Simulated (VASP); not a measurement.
# TaAl3N4 in VASP: further runs

TaAl3N4 is run at these levels: PBE; tasks: relaxation of cell and atoms.

Program: VASP 6.6.1. These are calculated values, not measurements. Logs are shortened: lines on timing, memory, paths and dates and some standing lists are left out, and cuts for length are marked.

## 1. The cell of the first run

The structure is cubic, space group Pm-3m (No. 221). The conventional cell has a = 4.714 Å, b = 4.714 Å, c = 4.714 Å, α = 90.00°, β = 90.00°, γ = 90.00°. Within 3.1 Å of Ta (site symmetry m-3m) lie 6 N at 2.36 Å. Within 3.1 Å of Al (site symmetry 4/mmm) lie 6 N at 2.36 Å. Within 3.1 Å of N (site symmetry 4/mmm) lie 2 Ta at 2.36 Å and 4 Al at 2.36 Å. N (site symmetry m-3m) has 6 Al at 2.36 Å within 3.1 Å.

## 2. Relaxation of cell and atoms, PBE, collinear spin, ferromagnetic start

The input, INCAR:

```
SYSTEM = TaAl3N4
  ALGO = Normal
  EDIFF = 1E-6
  EDIFFG = -0.04
  ENCUT = 600
  GGA = PE
  IBRION = 2
  ISIF = 3
  ISMEAR = 0
  ISPIN = 2
  LASPH = .True.
  LCHARG = .False.
  LMAXMIX = 4
  LORBIT = 11
  LREAL = .False.
  LWAVE = .False.
  MAGMOM = 1 0 0 0 0 0 0 0
  NELM = 150
  NSW = 90
  PREC = Accurate
  SIGMA = 0.1
```

The input, KPOINTS:

```
k-points
0
Gamma
  4 4 4
  0 0 0
```

The input, POSCAR:

```
TaAl3N4
1.0
    4.7140467400      0.0000000000      0.0000000000
    0.0000000000      4.7140467400      0.0000000000
    0.0000000000      0.0000000000      4.7140467400
Ta Al N
1 3 4
Direct
    0.5000000000      0.5000000000      0.5000000000
    0.0000000000      0.5000000000      0.0000000000
    0.0000000000      0.0000000000      0.5000000000
    0.5000000000      0.0000000000      0.0000000000
    0.5000000000      0.0000000000      0.5000000000
    0.0000000000      0.0000000000      0.0000000000
    0.5000000000      0.5000000000      0.0000000000
    0.0000000000      0.5000000000      0.5000000000
```

Potentials or basis: VASP PAW PBE potentials, release 64 (Ta_pv, Al, N).

Launch:

```sh
> cat potpaw_PBE.64/Ta_pv/POTCAR potpaw_PBE.64/Al/POTCAR potpaw_PBE.64/N/POTCAR > POTCAR
> mpirun -np 1 vasp_std > vasp.out
```

OUTCAR:

```text
SYSTEM = TaAl3N4
   EDIFF = 1E-6
   EDIFFG = -0.04
   ENCUT = 600
   GGA = PE
   IBRION = 2
   ISIF = 3
   ISMEAR = 0
   ISPIN = 2
   LASPH = .True.
   LORBIT = 11
   LREAL = .False.
   NELM = 150
   NSW = 90
   PREC = Accurate

 ion  position               nearest neighbor table
   1  0.500  0.500  0.500-   5 2.36   7 2.36   8 2.36   7 2.36   5 2.36   8 2.36   2 3.33   4 3.33
                             2 3.33   3 3.33   4 3.33   3 3.33   4 3.33   2 3.33   3 3.33   4 3.33
   2  0.000  0.500  0.000-   6 2.36   7 2.36   8 2.36   8 2.36   6 2.36   7 2.36   1 3.33   3 3.33
                             1 3.33   3 3.33   4 3.33   3 3.33   3 3.33   1 3.33   4 3.33   4 3.33
   3  0.000  0.000  0.500-   5 2.36   6 2.36   8 2.36   6 2.36   8 2.36   5 2.36   2 3.33   4 3.33
                             1 3.33   1 3.33   2 3.33   2 3.33   2 3.33   1 3.33   4 3.33   4 3.33
   4  0.500  0.000  0.000-   5 2.36   6 2.36   7 2.36   5 2.36   7 2.36   6 2.36   1 3.33   3 3.33
                             1 3.33   1 3.33   2 3.33   2 3.33   1 3.33   2 3.33   3 3.33   3 3.33
   5  0.500  0.000  0.500-   1 2.36   3 2.36   4 2.36   4 2.36   1 2.36   3 2.36
   6  0.000  0.000  0.000-   2 2.36   3 2.36   4 2.36   3 2.36   2 2.36   4 2.36
   7  0.500  0.500  0.000-   1 2.36   2 2.36   4 2.36   1 2.36   4 2.36   2 2.36
   8  0.000  0.500  0.500-   1 2.36   2 2.36   3 2.36   2 2.36   3 2.36   1 2.36

  LATTYP: Found a simple cubic cell.
 ALAT       =     4.7140467400

  Lattice vectors:

 A1 = (   4.7140467400,   0.0000000000,   0.0000000000)
 A2 = (   0.0000000000,   4.7140467400,   0.0000000000)
 A3 = (   0.0000000000,   0.0000000000,   4.7140467400)

Analysis of symmetry for initial positions (statically):
=====================================================================
 Subroutine PRICEL returns:
 Original cell was already a primitive cell.

 Routine SETGRP: Setting up the symmetry group for a
 simple cubic supercell.

 Subroutine GETGRP returns: Found 48 space group operations
 (whereof 48 operations were pure point group operations)
 out of a pool of 48 trial point group operations.

The static configuration has the point symmetry O_h .

Analysis of symmetry for dynamics (positions and initial velocities):
=====================================================================
 Subroutine PRICEL returns:
 Original cell was already a primitive cell.

 Routine SETGRP: Setting up the symmetry group for a
 simple cubic supercell.

 Subroutine GETGRP returns: Found 48 space group operations
 (whereof 48 operations were pure point group operations)
 out of a pool of 48 trial point group operations.

The dynamic configuration has the point symmetry O_h .

Analysis of structural, dynamic, and magnetic symmetry:
=====================================================================
 Subroutine PRICEL returns:
 Original cell was already a primitive cell.

 Routine SETGRP: Setting up the symmetry group for a
 simple cubic supercell.

 Subroutine GETGRP returns: Found 48 space group operations
 (whereof 48 operations were pure point group operations)
 out of a pool of 48 trial point group operations.

The overall configuration has the point symmetry O_h .

 Subroutine INISYM returns: Found 48 space group operations
 (whereof 48 operations are pure point group operations),
 and found     1 'primitive' translations

----------------------------------------------------------------------------------------

                                     Primitive cell

  volume of cell :     104.7567

  direct lattice vectors                    reciprocal lattice vectors
     4.714046740  0.000000000  0.000000000     0.212131965  0.000000000  0.000000000
     0.000000000  4.714046740  0.000000000     0.000000000  0.212131965  0.000000000
     0.000000000  0.000000000  4.714046740     0.000000000  0.000000000  0.212131965

  length of vectors
     4.714046740  4.714046740  4.714046740     0.212131965  0.212131965  0.212131965

  position of ions in fractional coordinates (direct lattice)
     0.500000000  0.500000000  0.500000000
     0.000000000  0.500000000  0.000000000
     0.000000000  0.000000000  0.500000000
     0.500000000  0.000000000  0.000000000
     0.500000000  0.000000000  0.500000000
     0.000000000  0.000000000  0.000000000
     0.500000000  0.500000000  0.000000000
     0.000000000  0.500000000  0.500000000

  ion indices of the primitive-cell ions
   primitive index   ion index
                 1           1
                 2           2
                 3           3
                 4           4
                 5           5
                 6           6
                 7           7
                 8           8

----------------------------------------------------------------------------------------

 KPOINTS: k-points

Automatic generation of k-mesh.
 Grid dimensions read from file:
 generate k-points for:    4    4    4

 Generating k-lattice:

  Cartesian coordinates                     Fractional coordinates (reciprocal lattice)
     0.053032991  0.000000000  0.000000000     0.250000000  0.000000000  0.000000000
     0.000000000  0.053032991  0.000000000     0.000000000  0.250000000  0.000000000
     0.000000000  0.000000000  0.053032991     0.000000000  0.000000000  0.250000000

  Length of vectors
     0.053032991  0.053032991  0.053032991

  Shift w.r.t. Gamma in fractional coordinates (k-lattice)
     0.000000000  0.000000000  0.000000000

 Subroutine IBZKPT returns following result:
 ===========================================

 Found     10 irreducible k-points:

 Following reciprocal coordinates:
            Coordinates               Weight
  0.000000  0.000000  0.000000      1.000000
  0.250000  0.000000  0.000000      6.000000
  0.500000  0.000000  0.000000      3.000000
  0.250000  0.250000  0.000000     12.000000
  0.500000  0.250000  0.000000     12.000000
  0.500000  0.500000  0.000000      3.000000
  0.250000  0.250000  0.250000      8.000000
  0.500000  0.250000  0.250000     12.000000
  0.500000  0.500000  0.250000      6.000000
  0.500000  0.500000  0.500000      1.000000
   k-points           NKPTS =     10   k-points in BZ     NKDIM =     10   number of bands    NBANDS=     26
   number of dos      NEDOS =    301   number of ions     NIONS =      8
   total plane-waves  NPLWV =  64000
   dimension x,y,z NGX =    40 NGY =   40 NGZ =   40
   dimension x,y,z NGXF=    80 NGYF=   80 NGZF=   80
   ions per type =               1   3   4
   NGX,Y,Z   is equivalent  to a cutoff of  14.11, 14.11, 14.11 a.u.
   NGXF,Y,Z  is equivalent  to a cutoff of  28.21, 28.21, 28.21 a.u.
 SYSTEM =  TaAl3N4
   PREC   = accura    normal or accurate (medium, high low for compatibility)
   ISTART =      0    job   : 0-new  1-cont  2-samecut
   ICHARG =      2    charge: 1-file 2-atom 10-const
   ISPIN  =      2    spin polarized calculation?
   LNONCOLLINEAR =      F non collinear calculations
   LSORBIT =      F    spin-orbit coupling
   LASPH  =      T    aspherical Exc in radial PAW
   ENCUT  =  600.0 eV  44.10 Ry    6.64 a.u.   9.42  9.42  9.42*2*pi/ulx,y,z
   NELM   =    150;   NELMIN=  2; NELMDL= -5     # of ELM steps
   EDIFF  = 0.1E-05   stopping-criterion for ELM
   LREAL  =      F    real-space projection
   EDIFFG = -.4E-01   stopping-criterion for IOM
   NSW    =     90    number of steps for IOM
   IBRION =      2    ionic relax: 0-MD 1-quasi-New 2-CG
   NFREE  =      1    steps in history (QN), initial steepest desc. (CG)
   ISIF   =      3    stress and relaxation
   ISYM   =      2    0-nonsym 1-usesym 2-fastsym
   POTIM  = 0.5000    time-step for ionic-motion
   TEBEG  =    0.0;   TEEND  =   0.0 temperature during run
   PSTRESS=    0.0 pullay stress
   NELECT =      40.0000    total number of electrons
   NUPDOWN=      -1.0000    fix difference up-down
   EMIN   =  10.00;   EMAX   =-10.00  energy-range for DOS
   EFERMI =   0.00;   METHOD = LEGACY
   ISMEAR =     0;   SIGMA  =   0.10  broadening in eV -4-tet -1-fermi 0-gaus
   EFERMI_NEDOS =   21; number of points for ismear=-14 and -15
   IALGO  =     38    algorithm
   IMIX   =      4    mixing-type and parameters
     AMIX     =   0.40;   BMIX     =  1.00
     AMIX_MAG =   1.60;   BMIX_MAG =  1.00
  volume/ion in A,a.u.               =      13.09        88.37
  Fermi-wavevector in a.u.,A,eV,Ry     =   1.187684  2.244398 19.192290  1.410594
  Thomas-Fermi vector in A             =   2.323830
   LORBIT       =     11    0 simple, 1 ext, 2 COOP (PROOUT), +10 PAW based schemes
   GGA     = PE    functional components
   LHFCALC =     F    Hartree Fock is set to
   AEXX    =    0.0000 exact exchange contribution
   IVDW    =     0    specifies the selected vdW correction
   LEPSILON=     F    determine dielectric tensor
   LRPA    =     F    only Hartree local field effects (RPA)
 conjugate gradient relaxation of ions
 spin polarized calculation
 Gauss-broadening in eV      SIGMA  =   0.10
  energy-cutoff  :      600.00
  volume of cell :      104.76
 maximum number of plane-waves:      3532
 NGX is ok and might be reduce to    40
   NGX = 19   NGY = 19   NGZ = 19

--------------------------------------- Ionic step        1  -------------------------------------------

 number of electron      40.0000001 magnetization       1.2673449

 Free energy of the ion-electron system (eV)
  ---------------------------------------------------
  ext. energy  EPLUGINS =         0.00000000
  ---------------------------------------------------
  free energy    TOTEN  =       -58.26323526 eV

  energy without entropy =      -58.25456263  energy(sigma->0) =      -58.25889895

 E-fermi :   7.0291     XC(G=0): -10.8167

 val. band max:        6.9210825261   @ k =   0.2500   0.2500   0.2500
 cond. band min:       7.0848739225   @ k =   0.2500   0.2500   0.0000
 fundamental gap:      0.1637913964
 Fermi energy:         7.0290997949

 spin component 1

 k-point     1 :       0.0000    0.0000    0.0000
  band No.  band energies     occupation
      1     -29.2834      1.00000
      2     -29.2834      1.00000
      3     -29.2834      1.00000
      4      -9.3809      1.00000
      5      -7.7227      1.00000
      6      -7.7227      1.00000
[... 699 lines left out ...]
  energy  without entropy=      -63.0946395209  energy(sigma->0) =      -63.10672739

--------------------------------------- Ionic step        4  -------------------------------------------

 number of electron      40.0000004 magnetization      -0.0042368

 Free energy of the ion-electron system (eV)
  ---------------------------------------------------
  ext. energy  EPLUGINS =         0.00000000
  ---------------------------------------------------
  free energy    TOTEN  =       -63.12297146 eV

  energy without entropy =      -63.09933103  energy(sigma->0) =      -63.11115124

 E-fermi :  11.3608     XC(G=0): -12.3308

 val. band max:       11.3591581932   @ k =   0.2500   0.2500   0.0000
 cond. band min:      11.3609037290   @ k =   0.2500   0.2500   0.0000
 fundamental gap:      0.0017455358
 Fermi energy:        11.3608356491

 spin component 1

 k-point     1 :       0.0000    0.0000    0.0000
  band No.  band energies     occupation
      1     -24.1615      1.00000
      2     -24.1615      1.00000
      3     -24.1615      1.00000
      4      -8.3237      1.00000
      5      -5.6423      1.00000
      6      -5.6423      1.00000
[... 607 lines left out ...]
  FREE ENERGIE OF THE ION-ELECTRON SYSTEM (eV)
  ---------------------------------------------------
  free  energy   TOTEN  =       -63.1229714581 eV

  energy  without entropy=      -63.0993310282  energy(sigma->0) =      -63.11115124

 reached required accuracy - stopping structural energy minimisation

 total charge

# of ion       s       p       d       tot
------------------------------------------
    1        0.316   6.301   2.544   9.160
    2        0.307   0.339   0.000   0.646
    3        0.307   0.339   0.000   0.646
    4        0.307   0.339   0.000   0.646
    5        1.222   2.546   0.000   3.768
    6        1.214   2.506   0.000   3.720
    7        1.222   2.546   0.000   3.768
    8        1.222   2.546   0.000   3.768
--------------------------------------------------
tot          6.118  17.460   2.544  26.122

 magnetization (x)

# of ion       s       p       d       tot
------------------------------------------
    1       -0.000  -0.000  -0.002  -0.002
    2       -0.000  -0.000   0.000  -0.000
    3       -0.000  -0.000   0.000  -0.000
    4       -0.000  -0.000   0.000  -0.000
    5       -0.000  -0.000   0.000  -0.000
    6        0.000   0.000   0.000   0.000
    7       -0.000  -0.000   0.000  -0.000
    8       -0.000  -0.000   0.000  -0.000
--------------------------------------------------
tot         -0.000  -0.000  -0.002  -0.003
```

It took 4.7 min on 1 thread of Intel Xeon 6975P-C, shared host; peak memory 0.32 GiB.

What came out:

```
Free energy                                           : -63.1230 eV
Relaxed volume                                        : 9.41 Å³/atom
Relaxed cell                                          : a = 4.222 Å, b = 4.222 Å, c = 4.222 Å, α = 90.00°, β = 90.00°, γ = 90.00°
Space group after relaxing (to 0.05 Å)                : Pm-3m (No. 221)
Energy gained by relaxing                             : 607.5 meV/atom
Ionic steps                                           : 4
Pressure after relaxing                               : -0.5 GPa
Band gap on the k mesh                                : zero (filled and empty bands overlap)
Net moment                                            : 0.00 μB per cell
Valence electrons inside the program's atomic spheres : Ta 9.16; Al 0.65; N 3.77, 3.72
```

The path:
| step | energy change (eV) | largest force (eV/Å) | pressure (GPa) | volume (Å³) |
| --- | --- | --- | --- | --- |
| 1 | 0.0000 | 0.0000 | -39.33 | 104.76 |
| 2 | -2.8475 | 0.0000 | 63.61 | 63.18 |
| 3 | -4.8556 | 0.0000 | -2.07 | 75.77 |
| 4 | -4.8597 | 0.0000 | -0.46 | 75.25 |

Final structure:
```
CELL_PARAMETERS angstrom
4.22184 0.00000 0.00000
0.00000 4.22184 0.00000
0.00000 0.00000 4.22184
ATOMIC_POSITIONS crystal
Ta 0.50000 0.50000 0.50000
Al 0.00000 0.50000 0.00000
Al 0.00000 0.00000 0.50000
Al 0.50000 0.00000 0.00000
N 0.50000 0.00000 0.50000
N 0.00000 0.00000 0.00000
N 0.50000 0.50000 0.00000
N 0.00000 0.50000 0.50000
```

Caveat: the volume moved by over 15 % at a fixed basis, so the end points are rough; spin-orbit coupling is left out, which moves the levels of the heavy elements.

## 3. Relaxation of cell and atoms, PBE

This run uses another cell than the first one, of 9.29 Å³/atom, 0.710 times its volume.

The input, INCAR:

```
PREC     = Accurate       # precision mode
ENCUT    = 600            # plane-wave cutoff, eV
EDIFF    = 1E-7           # SCF threshold, eV
ISMEAR   = 0              # smearing method
SIGMA    = 0.2            # smearing width, eV
LREAL    = F              # projectors in reciprocal space
LASPH    = T              # aspherical terms in the spheres
NELM     = 80             # most SCF steps
ALGO     = Normal         # electronic algorithm
ISIF     = 3              # what is computed and relaxed
LWAVE    = F              # write WAVECAR
LCHARG   = F              # write CHGCAR
GGA      = PE             # functional
IBRION   = 2              # ionic algorithm
NSW      = 80             # ionic steps
EDIFFG   = -0.025         # ionic threshold
```

The input, KPOINTS:

```
regular mesh
0
Gamma
  6 6 6
```

The input, POSCAR:

```
TaAl3N4
1.0
    4.1508013477      0.0040570843      0.0240226600
    0.0040570843      4.2369434395     -0.0181048567
    0.0240226600     -0.0181048567      4.2265436273
Ta Al N
1 3 4
Direct
    0.5052857875      0.5009283204      0.5098826724
    0.0049069776      0.5057024472     -0.0042817344
    0.0032717269     -0.0213522199      0.4958396213
    0.4880844095      0.0096028708      0.0040465869
    0.4870342106      0.0015081192      0.5110625359
    0.0163650096     -0.0054640786     -0.0146760830
    0.4960801272      0.5073419510      0.0030867211
   -0.0010282488      0.5017325897      0.4950396798
```

Potentials or basis: VASP PAW PBE potentials, release 64 (Ta_pv, Al, N).

Launch:

```sh
> cat potpaw_PBE.64/Ta_pv/POTCAR potpaw_PBE.64/Al/POTCAR potpaw_PBE.64/N/POTCAR > POTCAR
> mpirun -np 1 vasp_std > vasp.out
```

Run time: 32 min. Hardware: 1 thread of Intel Xeon 6975P-C, shared host; peak memory 0.4 GiB.

The run converged. Its results:

| Property | Result |
| --- | --- |
| Free energy | -63.2745 eV |
| Relaxed volume | 9.41 Å³/atom |
| Relaxed cell | a = 4.222 Å, b = 4.221 Å, c = 4.222 Å, α = 90.00°, β = 89.99°, γ = 90.00° |
| Space group after relaxing (to 0.05 Å) | Pm-3m (No. 221) |
| Energy gained by relaxing | 29.5 meV/atom |
| Ionic steps | 13 |
| Pressure after relaxing | 0.0 GPa |
| Largest force after relaxing | 0.018 eV/Å |

Forces in eV/Å, atoms in the order of the input:
```
Ta   0.004  0.002  0.018
Al   0.000  0.003 -0.003
Al   0.002 -0.009  0.002
Al  -0.003  0.000 -0.002
N    0.003  0.003 -0.003
N   -0.007  0.001 -0.002
N    0.010 -0.002  0.003
N   -0.008  0.002 -0.014
```

The path:
```tsv
step	energy change (eV)	largest force (eV/Å)	pressure (GPa)	volume (Å³)
1	0.0000	1.4700	4.63	74.33
2	-0.1268	1.4494	-5.57	77.24
3	-0.1588	0.6203	-2.81	76.29
4	-0.2241	0.2710	-0.07	75.28
5	-0.2250	0.2422	0.36	75.14
6	-0.2317	0.1379	0.07	75.22
7	-0.2322	0.2348	-0.02	75.25
8	-0.2348	0.1300	-0.15	75.29
9	-0.2349	0.0676	-0.13	75.28
10	-0.2355	0.0357	0.11	75.20
11	-0.2355	0.0448	0.16	75.19
12	-0.2356	0.0314	-0.09	75.26
13	-0.2356	0.0184	-0.03	75.25
```

Final structure:
```xyz
8
Lattice="4.2224 0.0001 0.0004 0.0001 4.2211 0.0000 0.0003 0.0000 4.2219" Properties=species:S:1:pos:R:3 pbc="T T T"
Ta    2.1114    2.1104    2.1103
Al    0.0001    2.1104    0.0003
Al    4.2224    0.0010    2.1112
Al    2.1120    4.2209    4.2220
N     2.1114    4.2209    2.1112
N     0.0005    4.2210    0.0005
N     2.1107    2.1107    4.2213
N     0.0005    2.1104    2.1122
```

Levels at points of the mesh, in eV from the Fermi level:
| k point | band 15 | band 16 | band 17 | band 18 | band 19 | band 20 | band 21 | band 22 | band 23 | band 24 |
| --- | --- | --- | --- | --- | --- | --- | --- | --- | --- | --- |
| (0.00, 0.00, 0.00) | -5.15 | -5.15 | -3.72 | -3.71 | -3.71 | -2.52 | -2.52 | -2.52 | -0.46 | -0.45 |
| (0.50, 0.00, 0.00) | -7.15 | -5.56 | -5.56 | -4.39 | -4.39 | -2.16 | 1.04 | 1.04 | 2.55 | 2.60 |
| (0.00, 0.50, 0.00) | -7.15 | -5.57 | -5.56 | -4.39 | -4.39 | -2.16 | 1.04 | 1.04 | 2.55 | 2.60 |
| (0.50, 0.50, 0.00) | -7.35 | -5.21 | -4.95 | -4.71 | -4.71 | 1.14 | 1.14 | 1.86 | 3.55 | 4.05 |
| (0.00, 0.00, 0.50) | -7.15 | -5.57 | -5.56 | -4.39 | -4.39 | -2.16 | 1.04 | 1.04 | 2.55 | 2.60 |
| (0.50, 0.00, 0.50) | -7.35 | -5.21 | -4.95 | -4.71 | -4.71 | 1.14 | 1.14 | 1.86 | 3.55 | 4.06 |
| (0.00, 0.50, 0.50) | -7.35 | -5.21 | -4.95 | -4.71 | -4.71 | 1.14 | 1.14 | 1.86 | 3.55 | 4.05 |
| (0.50, 0.50, 0.50) | -5.04 | -5.04 | -4.90 | -4.90 | -4.90 | 1.38 | 1.81 | 1.82 | 1.82 | 2.47 |

Caveat: the bands computed are all filled at some k points, so no gap is given; spin-orbit coupling is left out, which moves the levels of the heavy elements.
